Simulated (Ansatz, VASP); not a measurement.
**SiRu2: VASP beside Ansatz**

```
Si Ru
1.0
     4.20077    0.00000    0.00000
    -2.10038    3.63797    0.00000
     0.00000    0.00000    2.67292
Si Ru
1 2
Cartesian
  0.0000 0.0000 0.0000
  0.0000 2.4253 1.3365
  2.1004 1.2127 1.3365
```

Alike in both runs: functional r2SCAN; k mesh 12 × 12 × 18; occupations gaussian, width 0.1 eV; no spin polarisation.

Ansatz relaxed the structure, and its values are those at the end. VASP's run is a single point on that final structure, the one shown.

|  | VASP | Ansatz |
| --- | --- | --- |
| version | VASP 6.6.1 | Ansatz 0.2.0 |
| potentials or method | VASP PAW PBE potentials, release 64 (Si, Ru_pv), cutoff 520 eV | scalar-relativistic, plane waves, PAW |
| valence electrons in the cell | 32 | 36 |

```tsv
	VASP	Ansatz	Ansatz less VASP
gap on the k mesh at the Fermi level (eV)	none	none	-
pressure (GPa)	1.0	0.0	-1.00
```

VASP's potentials were made for PBE, not for r2SCAN. A gap of «none» marks a metal or a gap that the smearing closes. The functional is the same, so the differences come from potentials, cutoffs and numerics. VASP's potentials hold 32 valence electrons a cell and Ansatz's 36, so a difference there can come from the potentials and not from the codes.
